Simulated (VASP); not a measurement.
# CO2 (P4_2/mnm) in VASP: a series of runs, part 2 of 3

VASP 6.6.1.

## (3) Electric field gradients, r2SCAN

POSCAR reads:

```
CO2
1.0
    4.2272127900      0.0000000000      0.0000000000
    0.0000000000      4.2272127900      0.0000000000
    0.0000000000      0.0000000000      4.6877715900
C O
2 4
Direct
    0.5000000000      0.5000000000      0.5000000000
    0.0000000000      0.0000000000      0.0000000000
    0.3046283835      0.6953716165      0.5000000000
    0.6953716165      0.3046283835      0.5000000000
    0.1953716165      0.1953716165      0.0000000000
    0.8046283835      0.8046283835      0.0000000000
```

INCAR.step1 reads:

```
SYSTEM = CO2
PREC     = Accurate       ! precision mode
ENCUT    = 520            ! plane-wave cutoff, eV
ISMEAR   = -1             ! smearing method
SIGMA    = 0.01           ! smearing width, eV
LREAL    = .FALSE.        ! projectors in reciprocal space
LASPH    = .TRUE.         ! aspherical terms in the spheres
NELM     = 80             ! most SCF steps
NBANDS   = 25             ! bands
GGA      = PE             ! functional
ALGO     = Normal         ! electronic algorithm
EDIFF    = 1E-4           ! SCF threshold, eV
LWAVE    = .TRUE.         ! write WAVECAR
LCHARG   = .FALSE.        ! write CHGCAR
```

INCAR.step2 reads:

```
SYSTEM = CO2
PREC     = Accurate       ! precision mode
ENCUT    = 520            ! plane-wave cutoff, eV
EDIFF    = 1E-8           ! SCF threshold, eV
ISMEAR   = -1             ! smearing method
SIGMA    = 0.01           ! smearing width, eV
LREAL    = .FALSE.        ! projectors in reciprocal space
LASPH    = .TRUE.         ! aspherical terms in the spheres
NELM     = 80             ! most SCF steps
ALGO     = Normal         ! electronic algorithm
ISIF     = 2              ! what is computed and relaxed
LWAVE    = .FALSE.        ! write WAVECAR
LCHARG   = .FALSE.        ! write CHGCAR
METAGGA  = R2SCAN         ! meta-GGA
LMIXTAU  = .TRUE.       
LEFG     = .TRUE.       
NBANDS   = 25             ! bands
ISTART   = 1
```

KPOINTS reads:

```
Automatic mesh
0
G
  8 8 7
  0 0 0
```

Potentials or basis: VASP PAW PBE potentials, release 64 (C, O).

On the command line:

```
> cat potpaw_PBE.64/C/POTCAR potpaw_PBE.64/O/POTCAR > POTCAR
> cp INCAR.step1 INCAR
> mpirun -np 1 vasp_std > vasp.out
> cp INCAR.step2 INCAR
> mpirun -np 1 vasp_std > vasp.out
```

OUTCAR:

```text
SYSTEM = CO2
   PREC = Accurate
   ENCUT = 520
   EDIFF = 1E-8
   ISMEAR = -1
   LREAL = .FALSE.
   LASPH = .TRUE.
   NELM = 80
   ISIF = 2
   METAGGA = R2SCAN
   ISTART = 1

 ion  position               nearest neighbor table
   1  0.500  0.500  0.500-   3 1.17   4 1.17
   2  0.000  0.000  0.000-   5 1.17   6 1.17
   3  0.305  0.695  0.500-   1 1.17
   4  0.695  0.305  0.500-   1 1.17
   5  0.195  0.195  0.000-   2 1.17
   6  0.805  0.805  0.000-   2 1.17

  LATTYP: Found a simple tetragonal cell.
 ALAT       =     4.2272127900
 C/A-ratio  =     1.1089509383

  Lattice vectors:

 A1 = (   4.2272127900,   0.0000000000,   0.0000000000)
 A2 = (   0.0000000000,   4.2272127900,   0.0000000000)
 A3 = (   0.0000000000,   0.0000000000,   4.6877715900)

Analysis of symmetry for initial positions (statically):
=====================================================================
 Subroutine PRICEL returns:
 Original cell was already a primitive cell.

 Routine SETGRP: Setting up the symmetry group for a
 simple tetragonal supercell.

 Subroutine GETGRP returns: Found 16 space group operations
 (whereof  8 operations were pure point group operations)
 out of a pool of 16 trial point group operations.

The static configuration has the point symmetry D_2h.
 The point group associated with its full space group is D_4h.

Analysis of symmetry for dynamics (positions and initial velocities):
=====================================================================
 Subroutine PRICEL returns:
 Original cell was already a primitive cell.

 Routine SETGRP: Setting up the symmetry group for a
 simple tetragonal supercell.

 Subroutine GETGRP returns: Found 16 space group operations
 (whereof  8 operations were pure point group operations)
 out of a pool of 16 trial point group operations.

The dynamic configuration has the point symmetry D_2h.
 The point group associated with its full space group is D_4h.

 Subroutine INISYM returns: Found 16 space group operations
 (whereof  8 operations are pure point group operations),
 and found     1 'primitive' translations

----------------------------------------------------------------------------------------

                                     Primitive cell

  volume of cell :      83.7673

  direct lattice vectors                    reciprocal lattice vectors
     4.227212790  0.000000000  0.000000000     0.236562494  0.000000000  0.000000000
     0.000000000  4.227212790  0.000000000     0.000000000  0.236562494  0.000000000
     0.000000000  0.000000000  4.687771590     0.000000000  0.000000000  0.213320974

  length of vectors
     4.227212790  4.227212790  4.687771590     0.236562494  0.236562494  0.213320974

  position of ions in fractional coordinates (direct lattice)
     0.500000000  0.500000000  0.500000000
     0.000000000  0.000000000  0.000000000
     0.304628384  0.695371616  0.500000000
     0.695371616  0.304628384  0.500000000
     0.195371616  0.195371616  0.000000000
     0.804628384  0.804628384  0.000000000

  ion indices of the primitive-cell ions
[... 102 lines left out ...]
  Thomas-Fermi vector in A             =   2.324006
   LORBIT       =      0    0 simple, 1 ext, 2 COOP (PROOUT), +10 PAW based schemes
   METAGGA = R2SCAN    functional components
   LHFCALC =     F    Hartree Fock is set to
   AEXX    =    0.0000 exact exchange contribution
   IVDW    =     0    specifies the selected vdW correction
   LEPSILON=     F    determine dielectric tensor
   LRPA    =     F    only Hartree local field effects (RPA)
 non-spin polarized calculation
  energy-cutoff  :      520.00
  volume of cell :       83.77
 maximum number of plane-waves:      2272
 NGX is ok and might be reduce to    32
   NGX = 15   NGY = 15   NGZ = 17

 number of electron      32.0000023 magnetization

 Free energy of the ion-electron system (eV)
  ---------------------------------------------------
  ext. energy  EPLUGINS =         0.00000000
  ---------------------------------------------------
  free energy    TOTEN  =       -51.47633352 eV

  energy without entropy =      -51.47633352  energy(sigma->0) =      -51.47633352

 E-fermi :  -3.3054     XC(G=0):  -8.5869

 val. band max:       -3.5846911862   @ k =   0.5000   0.5000   0.4286
 cond. band min:       3.5635819942   @ k =   0.0000   0.0000   0.0000
 fundamental gap:      7.1482731805
 Fermi energy:        -3.3054487616

 k-point     1 :       0.0000    0.0000    0.0000
  band No.  band energies     occupation
      1     -25.5970      2.00000
      2     -25.2986      2.00000
      3     -24.2907      2.00000
      4     -24.2907      2.00000
      5      -9.5311      2.00000
      6      -9.1471      2.00000
[... 661 lines left out ...]
     24      10.7974      0.00000
     25      11.9024      0.00000

 [... further k-points ...]

------------------------ aborting loop because EDIFF is reached ----------------------------------------

  FORCE on cell =-STRESS in cart. coord.  units (eV):
  Direction    XX          YY          ZZ          XY          YZ          ZX
  --------------------------------------------------------------------------------------
  -------------------------------------------------------------------------------------
  Total       -0.1358112     -0.1358112      0.0192285     -0.0000000      0.0000000      0.0000000
  in kB       -2.5975963     -2.5975963      0.3677740     -0.0000000      0.0000000      0.0000000
  external PRESSURE =      -1.6091395 kB  Pullay stress =       0.0000000 kB

 VOLUME and BASIS-vectors are now :
 -----------------------------------------------------------------------------
  energy-cutoff  :      520.00
  volume of cell :       83.77
      direct lattice vectors                 reciprocal lattice vectors
     4.227212790  0.000000000  0.000000000     0.236562494  0.000000000  0.000000000
     0.000000000  4.227212790  0.000000000     0.000000000  0.236562494  0.000000000
     0.000000000  0.000000000  4.687771590     0.000000000  0.000000000  0.213320974

 POSITION                                       TOTAL-FORCE (eV/Angst)
 -----------------------------------------------------------------------------------
      2.11361      2.11361      2.34389         0.000000      0.000000      0.000000
      0.00000      0.00000      0.00000         0.000000      0.000000      0.000000
      1.28773      2.93948      2.34389         0.062303     -0.062303      0.000000
      2.93948      1.28773      2.34389        -0.062303      0.062303      0.000000
      0.82588      0.82588      0.00000        -0.062303     -0.062303      0.000000
      3.40134      3.40134      0.00000         0.062303      0.062303      0.000000
 -----------------------------------------------------------------------------------
    total drift:                                0.000000     -0.000000      0.000000

  FREE ENERGIE OF THE ION-ELECTRON SYSTEM (eV)
  ---------------------------------------------------
  free  energy   TOTEN  =       -51.4763335196 eV

  energy  without entropy=      -51.4763335196  energy(sigma->0) =      -51.47633352

 Electric field gradients (V/A^2)
---------------------------------------------------------------------
 ion       V_xx      V_yy      V_zz      V_xy      V_xz      V_yz
---------------------------------------------------------------------
   1     -14.615   -14.615    29.229    42.112    -0.000     0.000
   2     -14.615   -14.615    29.229   -42.112    -0.000    -0.000
   3      17.592    17.592   -35.184   -56.705     0.000    -0.000
   4      17.592    17.592   -35.184   -56.705     0.000    -0.000
   5      17.592    17.592   -35.184    56.705    -0.000    -0.000
   6      17.592    17.592   -35.184    56.705    -0.000    -0.000
---------------------------------------------------------------------

 Electric field gradients after diagonalization (V/A^2)
 (convention: |V_zz| > |V_xx| > |V_yy|)
----------------------------------------------------------------------
 ion       V_xx      V_yy      V_zz     asymmetry (V_yy - V_xx)/ V_zz
----------------------------------------------------------------------
   1      29.229    27.498   -56.727       0.031
   2      29.229    27.498   -56.727       0.031
   3     -39.114   -35.184    74.297       0.053
   4     -39.114   -35.184    74.297       0.053
   5     -39.114   -35.184    74.297       0.053
   6     -39.114   -35.184    74.297       0.053
----------------------------------------------------------------------

           NMR quadrupolar parameters

 Cq : quadrupolar parameter    Cq=e*Q*V_zz/h
 eta: asymmetry parameters     (V_yy - V_xx)/ V_zz
 Q  : nuclear electric quadrupole moment in mb (millibarn)
----------------------------------------------------------------------
 ion       Cq(MHz)       eta       Q (mb)
----------------------------------------------------------------------
   1      -0.137       0.031       1.000
   2      -0.137       0.031       1.000
   3       0.180       0.053       1.000
   4       0.180       0.053       1.000
   5       0.180       0.053       1.000
   6       0.180       0.053       1.000
----------------------------------------------------------------------
```

Wall time 3 min (1 thread of Intel Xeon 6975P-C (Granite Rapids), shared host); peak memory 0.24 GiB.

Results:

| Item | Value |
| --- | --- |
| Free energy | -51.4763 eV |
| Pressure | -0.2 GPa |
| Largest force | 0.088 eV/Å |
| Band gap on the k mesh | 7.15 eV (least direct gap 7.63 eV) |
| Largest electric field gradient by atom | C -56.7; O +74.3 V/Å² |

Forces in eV/Å, atoms in the order of the input:
```
C    0.000  0.000  0.000
C    0.000  0.000  0.000
O    0.062 -0.062  0.000
O   -0.062  0.062  0.000
O   -0.062 -0.062  0.000
O    0.062  0.062  0.000
```

Stress tensor (GPa, compression positive):
```
-0.26  0.00  0.00
 0.00 -0.26  0.00
 0.00  0.00  0.04
```

Electric field gradients, principal values (V/Å²):
| atom | least | middle | greatest (by size) |
| --- | --- | --- | --- |
| 1 C | 27.498 | 29.229 | -56.727 |
| 2 C | 27.498 | 29.229 | -56.727 |
| 3 O | -35.184 | -39.114 | 74.297 |
| 4 O | -35.184 | -39.114 | 74.297 |
| 5 O | -35.184 | -39.114 | 74.297 |
| 6 O | -35.184 | -39.114 | 74.297 |

Caveat: without QUAD_EFG the Cq values of the log hold for a quadrupole moment of 1 mb, not for the nuclei; the PAW data sets were made with another functional, which shifts forces and pressure a little.

(Part 2 of 3 ends here.)
